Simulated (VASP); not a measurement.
A run of VASP 6.6.1 is set up as follows.

INCAR

```
SYSTEM = Pt
ALGO     = Normal         ! electronic algorithm
EDIFF    = 1E-6           ! SCF threshold, eV
EDIFFG   = -0.005         ! ionic threshold
ENCUT    = 600            ! plane-wave cutoff, eV
GGA      = PE             ! functional
IBRION   = 2              ! ionic algorithm
ISIF     = 3              ! what is computed and relaxed
ISMEAR   = 0              ! smearing method
IVDW     = 12             ! dispersion correction
LASPH    = .True.         ! aspherical terms in the spheres
LCHARG   = .False.        ! write CHGCAR
LREAL    = .False.        ! projectors in reciprocal space
LWAVE    = .False.        ! write WAVECAR
NELM     = 100            ! most SCF steps
NSW      = 100            ! ionic steps
PREC     = Accurate       ! precision mode
SIGMA    = 0.1            ! smearing width, eV
```

KPOINTS

```
k-points
0
Gamma
  18 18 18
  0 0 0
```

The input POSCAR:

```
Pt
1.0
    0.0000000000      1.9609000000      1.9609000000
    1.9609000000      0.0000000000      1.9609000000
    1.9609000000      1.9609000000      0.0000000000
Pt
1
Direct
    0.0000000000      0.0000000000      0.0000000000
```

Potentials or basis: VASP PAW PBE potentials, release 64 (Pt).

Run with:

```bash
$ cat potpaw_PBE.64/Pt/POTCAR > POTCAR
$ mpirun -np 1 vasp_std > vasp.out
```

Task: Predict the relaxed volume.

Result: 15.13 Å³/atom.

Task: What does it give for the relaxed cell?

Result: a = 2.776 Å, b = 2.776 Å, c = 2.776 Å, α = 60.00°, β = 60.00°, γ = 60.00°.

Task: Predict the space group after relaxing (to 0.05 Å).

Result: Fm-3m (No. 225).

Task: Predict the dispersion energy per atom.

Result: -0.777 eV.

Final structure:
```
CELL_PARAMETERS angstrom
0.00000 1.96315 1.96315
1.96315 0.00000 1.96315
1.96315 1.96315 0.00000
ATOMIC_POSITIONS crystal
Pt 0.00000 0.00000 0.00000
```

Caveat: pairwise dispersion overbinds metals, which lowers pressure and volume. Zero-point motion and thermal expansion aren't in these numbers.
